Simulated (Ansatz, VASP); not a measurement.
**Lu in VASP and in Ansatz**

File INCAR:

```
SYSTEM = Lu
PREC = Accurate ; ENCUT = 520
EDIFF = 1E-6 ; ISMEAR = -1
SIGMA = 0.05 ; LREAL = .FALSE.
LASPH = .TRUE. ; NELM = 80
ALGO = Normal ; ISIF = 2
LWAVE = .FALSE. ; LCHARG = .FALSE.
GGA = PE ; NBANDS = 18
```

File KPOINTS:

```
regular mesh
0
G
  15 15 15
  0 0 0
```

The input POSCAR:

```
Lu
1.0
    0.0000000000      2.4039612612      2.4039612612
    2.4039612612      0.0000000000      2.4039612612
    2.4039612612      2.4039612612      0.0000000000
Lu
1
Direct
    0.0000000000      0.0000000000      0.0000000000
```

Input for Ansatz:

```yaml
crystal:
  lattice:
    - [0.0, 2.4039612612, 2.4039612612]
    - [2.4039612612, 0.0, 2.4039612612]
    - [2.4039612612, 2.4039612612, 0.0]
  atoms:
    - { symbol: Lu, position: [0.0, 0.0, 0.0] }
kpoints:
  mp_grid: { grid: [15, 15, 15] }
scf:
  occupations: { method: fermi_dirac, width: 0.05 }
hamiltonian:
  xc: pbe
  pseudopotentials: { kind: all_electron, lapw: { basis_error: 0.00025 } }
output:
  forces: true
  stress: true
  eigenvalues: true
```

Change from the starting cell: volume scaled by 0.96.

Alike in both runs: task single point; functional PBE; k mesh 15 × 15 × 15; occupations fermi-dirac, width 0.05 eV; no spin polarisation.

|  | VASP | Ansatz |
| --- | --- | --- |
| version | VASP 6.6.1 | Ansatz 0.2.0 |
| potentials or method | VASP PAW PBE potentials, release 64 (Lu), cutoff 520 eV | all-electron LAPW, scalar-relativistic |

Ansatz gave:

- pressure (GPa): 1.9

Problem. What did VASP give for the same quantities?

Solution. Pressure (GPa): 2.0.

Ansatz ran all-electron here, and VASP with PAW potentials.

Spin-orbit coupling is off throughout.
